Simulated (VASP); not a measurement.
Wanted: the native input for a VASP 6.6.1 run.

```
Task                   : relaxation of cell and atoms
Functional             : PBE
Potentials or basis    : VASP PAW PBE potentials, release 64 (Cu, Mo_sv)
Cutoff                 : 600 eV
k mesh                 : 12 × 12 × 4
Occupations            : gaussian, width 0.1 eV
Spin                   : no spin polarisation
Dipole correction      : no
Further INCAR settings : ALGO = Fast; EDIFF = 1e-06; IBRION = 2; EDIFFG = -0.01; NSW = 100; ISIF = 3
```

The structure of Cu5Mo lies in POSCAR:

```
Cu5Mo
1.0
    2.6296861574      0.0000000000      0.0000000000
   -1.3148430787      2.2773750163      0.0000000000
    0.0000000000      0.0000000000     12.8730026696
Cu Mo
5 1
Direct
    0.6666666667      0.3333333333      0.8224886034
    0.3333333333      0.6666666667      0.6610415831
    0.3333333333      0.6666666667      0.1775113966
    0.6666666667      0.3333333333      0.3389584169
    0.0000000000      0.0000000000      0.5000000000
    0.0000000000      0.0000000000      0.0000000000
```

The input as run:

INCAR

```
SYSTEM = Cu5Mo
ALGO = Fast
EDIFF = 1E-6
EDIFFG = -0.01
ENCUT = 600
GGA = PE
IBRION = 2
ISIF = 3
ISMEAR = 0
LASPH = .TRUE.
LCHARG = .FALSE.
LREAL = .FALSE.
LWAVE = .FALSE.
NELM = 100
NSW = 100
PREC = Accurate
SIGMA = 0.1
```

KPOINTS

```
k-points
0
G
  12 12 4
  0 0 0
```

Potentials or basis: VASP PAW PBE potentials, release 64 (Cu, Mo_sv).

Run with:

```console
$ cat potpaw_PBE.64/Cu/POTCAR potpaw_PBE.64/Mo_sv/POTCAR > POTCAR
$ mpirun -np 1 vasp_std > vasp.out
```

It gave:

The relaxed volume is 12.88 Å³/atom. The relaxed cell is a = 2.634 Å, b = 2.634 Å, c = 12.857 Å, α = 90.00°, β = 90.00°, γ = 120.00°, the space group after relaxing (to 0.1 Å) is P-3m1 (No. 164) and the energy gained by relaxing is 0.3 meV/atom. The ionic steps are 11 and the pressure after relaxing is 0.0 GPa. The largest force after relaxing is 0.010 eV/Å and the band gap on the k mesh is zero (an odd number of electrons rules out a gap without spin polarisation).

It took 51 min on 1 thread of Intel Xeon 8259CL (shared host), peak memory 0.4 GiB.
